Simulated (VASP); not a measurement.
# HfO2 (CdI2 type) (P-3m1) in VASP: further runs

The runs below take HfO2 (CdI2 type) through single point, relaxation of cell and atoms, with PBE.

All numbers are computed with VASP 6.6.1; they aren't measurements. Logs are shortened: lines on timing, memory, paths and dates and some standing lists are left out, and cuts for length are marked.

### 1 The cell of the first run

It takes space group P-3m1 (No. 164, trigonal). The conventional cell has a = 3.151 Å, b = 3.151 Å, c = 3.779 Å, α = 90.00°, β = 90.00°, γ = 120.00°. Hf (site symmetry -3m) has 6 O at 2.06 Å within 2.7 Å. O (site symmetry 3m) has 3 Hf at 2.06 Å and 6 O at 2.61 to 2.64 Å within 2.7 Å.

### 2 Single point, PBE

INCAR reads:

```
PREC = Accurate ; ENCUT = 520
EDIFF = 1E-6 ; ISMEAR = -1
SIGMA = 0.1 ; LREAL = F
LASPH = T ; NELM = 60
ALGO = Normal ; ISIF = 2
LWAVE = F ; LCHARG = F
GGA = PE ; NBANDS = 18
```

KPOINTS reads:

```
Automatic mesh
0
Gamma
  13 13 7
```

POSCAR reads:

```
HfO2
1.0
    3.1512356578      0.0000000000      0.0000000000
   -1.5756178289      2.7290501330      0.0000000000
    0.0000000000      0.0000000000      3.7788610324
Hf O
1 2
Direct
    0.0000000000      0.0000000000      0.0000000000
    0.3333333333      0.6666666667      0.2529814448
    0.6666666667      0.3333333333      0.7470185552
```

Potentials or basis: VASP PAW PBE potentials, release 64 (Hf_pv, O).

Started as:

```sh
$ cat potpaw_PBE.64/Hf_pv/POTCAR potpaw_PBE.64/O/POTCAR > POTCAR
$ mpirun -np 1 vasp_std > vasp.out
```

OUTCAR:

```text
PREC = Accurate
   ENCUT = 520
   EDIFF = 1E-6
   ISMEAR = -1
   LREAL = F
   LASPH = T
   NELM = 60
   ISIF = 2
   GGA = PE

 ion  position               nearest neighbor table
   1  0.000  0.000  0.000-   2 2.06   3 2.06   3 2.06   2 2.06   3 2.06   2 2.06
   2  0.333  0.667  0.253-   1 2.06   1 2.06   1 2.06
   3  0.667  0.333  0.747-   1 2.06   1 2.06   1 2.06

  LATTYP: Found a hexagonal cell.
 ALAT       =     3.1512356578
 C/A-ratio  =     1.1991680226

  Lattice vectors:

 A1 = (   3.1512356578,   0.0000000000,   0.0000000000)
 A2 = (  -1.5756178289,   2.7290501330,   0.0000000000)
 A3 = (   0.0000000000,   0.0000000000,   3.7788610324)

Analysis of symmetry for initial positions (statically):
=====================================================================
 Subroutine PRICEL returns:
 Original cell was already a primitive cell.

 Routine SETGRP: Setting up the symmetry group for a
 hexagonal supercell.

 Subroutine GETGRP returns: Found 12 space group operations
 (whereof 12 operations were pure point group operations)
 out of a pool of 24 trial point group operations.

The static configuration has the point symmetry D_3d.

Analysis of symmetry for dynamics (positions and initial velocities):
=====================================================================
 Subroutine PRICEL returns:
 Original cell was already a primitive cell.

 Routine SETGRP: Setting up the symmetry group for a
 hexagonal supercell.

 Subroutine GETGRP returns: Found 12 space group operations
 (whereof 12 operations were pure point group operations)
 out of a pool of 24 trial point group operations.

The dynamic configuration has the point symmetry D_3d.

 Subroutine INISYM returns: Found 12 space group operations
 (whereof 12 operations are pure point group operations),
 and found     1 'primitive' translations

----------------------------------------------------------------------------------------

                                     Primitive cell

  volume of cell :      32.4978

  direct lattice vectors                    reciprocal lattice vectors
     3.151235658  0.000000000  0.000000000     0.317335835  0.183213930  0.000000000
    -1.575617829  2.729050133  0.000000000     0.000000000  0.366427860  0.000000000
     0.000000000  0.000000000  3.778861032     0.000000000  0.000000000  0.264630001

  length of vectors
     3.151235658  3.151235658  3.778861032     0.366427860  0.366427860  0.264630001

  position of ions in fractional coordinates (direct lattice)
     0.000000000  0.000000000  0.000000000
     0.333333333  0.666666667  0.252981445
     0.666666667  0.333333333  0.747018555

  ion indices of the primitive-cell ions
   primitive index   ion index
                 1           1
                 2           2
                 3           3

----------------------------------------------------------------------------------------

 KPOINTS: Automatic mesh

Automatic generation of k-mesh.
 Grid dimensions read from file:
 generate k-points for:   13   13    7

 Generating k-lattice:

  Cartesian coordinates                     Fractional coordinates (reciprocal lattice)
     0.024410449  0.014093379  0.000000000     0.076923077  0.000000000  0.000000000
     0.000000000  0.028186758  0.000000000     0.000000000  0.076923077  0.000000000
     0.000000000  0.000000000  0.037804286     0.000000000  0.000000000  0.142857143

  Length of vectors
     0.028186758  0.028186758  0.037804286

  Shift w.r.t. Gamma in fractional coordinates (k-lattice)
     0.000000000  0.000000000  0.000000000

 Subroutine IBZKPT returns following result:
 ===========================================

 Found    126 irreducible k-points:

 Following reciprocal coordinates:
            Coordinates               Weight
  0.000000  0.000000  0.000000      1.000000
  0.076923  0.000000  0.000000      6.000000
  0.153846  0.000000  0.000000      6.000000
  0.230769  0.000000  0.000000      6.000000
  0.307692  0.000000  0.000000      6.000000
  0.384615  0.000000  0.000000      6.000000
[... 16 lines left out ...]
  0.076923  0.000000  0.142857      6.000000
  0.000000  0.076923  0.142857      6.000000
 [... further k-points ...]
   k-points           NKPTS =    126   k-points in BZ     NKDIM =    126   number of bands    NBANDS=     18
   number of dos      NEDOS =    301   number of ions     NIONS =      3
   total plane-waves  NPLWV =  16128
   dimension x,y,z NGX =    24 NGY =   24 NGZ =   28
   dimension x,y,z NGXF=    48 NGYF=   48 NGZF=   56
   ions per type =               1   2
   NGX,Y,Z   is equivalent  to a cutoff of  12.66, 12.66, 12.32 a.u.
   NGXF,Y,Z  is equivalent  to a cutoff of  25.32, 25.32, 24.64 a.u.
 SYSTEM =  unknown system
   PREC   = accura    normal or accurate (medium, high low for compatibility)
   ISTART =      0    job   : 0-new  1-cont  2-samecut
   ICHARG =      2    charge: 1-file 2-atom 10-const
   ISPIN  =      1    spin polarized calculation?
   LNONCOLLINEAR =      F non collinear calculations
   LSORBIT =      F    spin-orbit coupling
   LASPH  =      T    aspherical Exc in radial PAW
   ENCUT  =  520.0 eV  38.22 Ry    6.18 a.u.   5.86  5.86  7.03*2*pi/ulx,y,z
   NELM   =     60;   NELMIN=  2; NELMDL= -5     # of ELM steps
   EDIFF  = 0.1E-05   stopping-criterion for ELM
   LREAL  =      F    real-space projection
   EDIFFG = 0.1E-04   stopping-criterion for IOM
   NSW    =      0    number of steps for IOM
   IBRION =     -1    ionic relax: 0-MD 1-quasi-New 2-CG
   NFREE  =      0    steps in history (QN), initial steepest desc. (CG)
   ISIF   =      2    stress and relaxation
   ISYM   =      2    0-nonsym 1-usesym 2-fastsym
   POTIM  = 0.5000    time-step for ionic-motion
   TEBEG  =    0.0;   TEEND  =   0.0 temperature during run
   PSTRESS=    0.0 pullay stress
   NELECT =      22.0000    total number of electrons
   NUPDOWN=      -1.0000    fix difference up-down
   EMIN   =  10.00;   EMAX   =-10.00  energy-range for DOS
   EFERMI =   0.00;   METHOD = LEGACY
   ISMEAR =    -1;   SIGMA  =   0.10  broadening in eV -4-tet -1-fermi 0-gaus
   EFERMI_NEDOS =   21; number of points for ismear=-14 and -15
   IALGO  =     38    algorithm
   IMIX   =      4    mixing-type and parameters
     AMIX     =   0.40;   BMIX     =  1.00
     AMIX_MAG =   1.60;   BMIX_MAG =  1.00
  volume/ion in A,a.u.               =      10.83        73.10
  Fermi-wavevector in a.u.,A,eV,Ry     =   1.437467  2.716419 28.113882  2.066312
  Thomas-Fermi vector in A             =   2.556542
   LORBIT       =      0    0 simple, 1 ext, 2 COOP (PROOUT), +10 PAW based schemes
   GGA     = PE    functional components
   LHFCALC =     F    Hartree Fock is set to
   AEXX    =    0.0000 exact exchange contribution
   IVDW    =     0    specifies the selected vdW correction
   LEPSILON=     F    determine dielectric tensor
   LRPA    =     F    only Hartree local field effects (RPA)
 non-spin polarized calculation
  energy-cutoff  :      520.00
  volume of cell :       32.50
 maximum number of plane-waves:       888
   NGX = 11   NGY = 11   NGZ = 15

 number of electron      21.9999987 magnetization

 Free energy of the ion-electron system (eV)
  ---------------------------------------------------
  ext. energy  EPLUGINS =         0.00000000
  ---------------------------------------------------
  free energy    TOTEN  =       -29.08477946 eV

  energy without entropy =      -29.08477945  energy(sigma->0) =      -29.08477945

 E-fermi :   5.4851     XC(G=0): -11.7912

 val. band max:        3.9317396732   @ k =   0.0000   0.0000   0.0000
 cond. band min:       7.1416130220   @ k =   0.4615   0.0000   0.0000
 fundamental gap:      3.2098733488
 Fermi energy:         5.4851247960

 k-point     1 :       0.0000    0.0000    0.0000
  band No.  band energies     occupation
      1     -25.6607      2.00000
      2     -25.0867      2.00000
      3     -25.0867      2.00000
      4     -14.7374      2.00000
      5     -11.7389      2.00000
      6      -1.5499      2.00000
[... 10 lines left out ...]
     17      14.3114      0.00000
     18      14.3114      0.00000

 k-point     2 :       0.0769    0.0000    0.0000
  band No.  band energies     occupation
      1     -25.6476      2.00000
      2     -25.1587      2.00000
      3     -25.0986      2.00000
      4     -14.6137      2.00000
      5     -11.8340      2.00000
      6      -1.4371      2.00000
[... 10 lines left out ...]
     17      14.3141      0.00000
     18      14.9528      0.00000

 k-point     3 :       0.1538    0.0000    0.0000
  band No.  band energies     occupation
      1     -25.6117      2.00000
      2     -25.3504      2.00000
      3     -25.1316      2.00000
      4     -14.2787      2.00000
      5     -12.0803      2.00000
      6      -1.1297      2.00000
[... 10 lines left out ...]
     17      14.3507      0.00000
     18      16.2275      0.00000

 k-point     4 :       0.2308    0.0000    0.0000
  band No.  band energies     occupation
      1     -25.6233      2.00000
      2     -25.5420      2.00000
      3     -25.1775      2.00000
      4     -13.8378      2.00000
      5     -12.3740      2.00000
      6      -0.7003      2.00000
[... 10 lines left out ...]
     17      14.4725      0.00000
     18      17.7831      0.00000

 k-point     5 :       0.3077    0.0000    0.0000
  band No.  band energies     occupation
      1     -25.8689      2.00000
      2     -25.4942      2.00000
      3     -25.2258      2.00000
      4     -13.4885      2.00000
      5     -12.5371      2.00000
      6      -0.3984      2.00000
[... 10 lines left out ...]
     17      15.0866      0.00000
     18      18.1734      0.00000

 k-point     6 :       0.3846    0.0000    0.0000
  band No.  band energies     occupation
      1     -26.0687      2.00000
      2     -25.4460      2.00000
      3     -25.2654      2.00000
      4     -13.4409      2.00000
      5     -12.4043      2.00000
      6      -0.9243      2.00000
[... 10 lines left out ...]
     17      15.4865      0.00000
     18      18.1501      0.00000

 k-point     7 :       0.4615    0.0000    0.0000
  band No.  band energies     occupation
      1     -26.1778      2.00000
      2     -25.4181      2.00000
      3     -25.2876      2.00000
      4     -13.5068      2.00000
      5     -12.2246      2.00000
      6      -1.3007      2.00000
[... 10 lines left out ...]
     17      15.2129      0.00000
     18      18.1106      0.00000

 k-point     8 :       0.0769    0.0769    0.0000
  band No.  band energies     occupation
      1     -25.6228      2.00000
      2     -25.2877      2.00000
      3     -25.1241      2.00000
      4     -14.3837      2.00000
      5     -12.0050      2.00000
      6      -1.2310      2.00000
[... 10 lines left out ...]
     17      14.3746      0.00000
     18      15.8433      0.00000
[... 229 lines left out ...]
     17      17.4309      0.00000
     18      18.1682      0.00000

 k-point    20 :       0.3846    0.2308    0.0000
  band No.  band energies     occupation
      1     -26.0090      2.00000
      2     -25.6247      2.00000
      3     -25.3966      2.00000
      4     -13.0311      2.00000
      5     -12.5288      2.00000
      6      -0.8806      2.00000
[... 10 lines left out ...]
     17      18.0262      0.00000
     18      18.1414      0.00000

 k-point    21 :       0.3077    0.3077    0.0000
  band No.  band energies     occupation
      1     -25.9186      2.00000
      2     -25.7460      2.00000
      3     -25.3927      2.00000
      4     -12.8430      2.00000
      5     -12.6843      2.00000
      6      -0.7404      2.00000
[... 10 lines left out ...]
     17      18.1362      0.00000
     18      18.5095      0.00000

 k-point    22 :       0.0000    0.0000    0.1429
  band No.  band energies     occupation
      1     -25.6794      2.00000
      2     -25.0858      2.00000
      3     -25.0858      2.00000
      4     -14.6265      2.00000
      5     -11.8704      2.00000
      6      -1.3139      2.00000
[... 10 lines left out ...]
     17      14.4575      0.00000
     18      14.4575      0.00000

 k-point    23 :       0.0769    0.0000    0.1429
  band No.  band energies     occupation
      1     -25.6660      2.00000
      2     -25.1574      2.00000
      3     -25.0978      2.00000
      4     -14.5038      2.00000
      5     -11.9603      2.00000
      6      -1.2887      2.00000
[... 10 lines left out ...]
     17      14.5615      0.00000
     18      15.0971      0.00000

 k-point    24 :       0.0000    0.0769    0.1429
  band No.  band energies     occupation
      1     -25.6659      2.00000
      2     -25.1576      2.00000
      3     -25.0977      2.00000
      4     -14.5075      2.00000
      5     -11.9528      2.00000
      6      -1.3286      2.00000
[... 10 lines left out ...]
     17      14.3449      0.00000
     18      15.1226      0.00000

 [... further k-points ...]
[... 5 lines left out ...]
  --------------------------------------------------------------------------------------
  -------------------------------------------------------------------------------------
  Total        5.7237025      5.7237025      6.0173652      0.0000000     -0.0000000      0.0000000
  in kB      282.1852551    282.1852551    296.6631701      0.0000000     -0.0000000      0.0000000
  external PRESSURE =     287.0112268 kB  Pullay stress =       0.0000000 kB

 VOLUME and BASIS-vectors are now :
 -----------------------------------------------------------------------------
  energy-cutoff  :      520.00
  volume of cell :       32.50
      direct lattice vectors                 reciprocal lattice vectors
     3.151235658  0.000000000  0.000000000     0.317335835  0.183213930  0.000000000
    -1.575617829  2.729050133  0.000000000     0.000000000  0.366427860  0.000000000
     0.000000000  0.000000000  3.778861032     0.000000000  0.000000000  0.264630001

 POSITION                                       TOTAL-FORCE (eV/Angst)
 -----------------------------------------------------------------------------------
      0.00000      0.00000      0.00000         0.000000      0.000000      0.000000
     -0.00000      1.81937      0.95598        -0.000000     -0.000000     -0.216002
      1.57562      0.90968      2.82288         0.000000      0.000000      0.216002
 -----------------------------------------------------------------------------------
    total drift:                                0.000000     -0.000000      0.000000

  FREE ENERGIE OF THE ION-ELECTRON SYSTEM (eV)
  ---------------------------------------------------
  free  energy   TOTEN  =       -29.0847794566 eV

  energy  without entropy=      -29.0847794480  energy(sigma->0) =      -29.08477945
```

Wall time 50 s (1 thread of Intel Xeon Platinum 8375C at 2.90GHz (Ice Lake), shared host); peak memory 0.19 GiB.

What came out:

```
Free energy            : -29.0848 eV
Pressure               : 28.7 GPa
Largest force          : 0.216 eV/Å
Band gap on the k mesh : 3.21 eV, indirect (least direct gap 4.21 eV)
```

Forces on the atoms (eV/Å):
```
Hf   0.000  0.000  0.000
O    0.000  0.000 -0.216
O    0.000  0.000  0.216
```

Caveat: spin-orbit coupling is left out, which moves the levels of the heavy elements. A hybrid or GW would open this gap; PBE tends to underestimate it.

### 3 Single point, PBE

INCAR reads:

```
ALGO     = Normal         # electronic algorithm
EDIFF    = 1E-6           # SCF threshold, eV
ENCUT    = 520            # plane-wave cutoff, eV
GGA      = PE             # functional
ISIF     = 2              # what is computed and relaxed
ISMEAR   = -1             # smearing method
LASPH    = True           # aspherical terms in the spheres
LCHARG   = True           # write CHGCAR
LELF     = True           # ELF
LREAL    = False          # projectors in reciprocal space
LVHAR    = True         
LWAVE    = False          # write WAVECAR
NBANDS   = 18             # bands
NELM     = 60             # most SCF steps
PREC     = Accurate       # precision mode
SIGMA    = 0.1            # smearing width, eV
```

KPOINTS reads:

```
k-points
0
Gamma
  13 13 7
```

POSCAR reads:

```
HfO2
1.0
    3.1518833391      0.0000000000      0.0000000000
   -1.5759416696      2.7296110414      0.0000000000
    0.0000000000      0.0000000000      3.7772768963
Hf O
1 2
Direct
    0.0000000000      0.0000000000      0.0000000000
    0.3333333333      0.6666666667      0.2530526305
    0.6666666667      0.3333333333      0.7469473695
```

Potentials or basis: VASP PAW PBE potentials, release 64 (Hf_pv, O).

Started as:

```sh
$ cat potpaw_PBE.64/Hf_pv/POTCAR potpaw_PBE.64/O/POTCAR > POTCAR
$ mpirun -np 1 vasp_std > vasp.out
```

Run time: 53 s. Hardware: 1 thread of Intel Xeon Platinum 8375C at 2.90GHz (Ice Lake), shared host; peak memory 0.19 GiB.

The run converged. Its results:

- Free energy: -29.0845 eV
- Pressure: 28.6 GPa
- Largest force: 0.223 eV/Å
- Band gap on the k mesh: 3.20 eV, indirect (least direct gap 4.20 eV)

Forces in eV/Å, atoms in the order of the input:
```
Hf   0.000  0.000  0.000
O    0.000  0.000 -0.223
O    0.000  0.000  0.223
```

Stress tensor (GPa, compression positive):
```
28.08  0.00  0.00
 0.00 28.08  0.00
 0.00  0.00 29.67
```

Levels at points of the mesh, in eV from the valence-band top:
| k point | band 8 | band 9 | band 10 | band 11 | band 12 | band 13 | band 14 | band 15 |
| --- | --- | --- | --- | --- | --- | --- | --- | --- |
| (0.00, 0.00, 0.00) | -4.85 | -0.88 | -0.88 | 0.00 | 4.84 | 4.84 | 4.94 | 7.79 |

Caveat: spin-orbit coupling is left out, which moves the levels of the heavy elements.

[end of part 1 of 2]
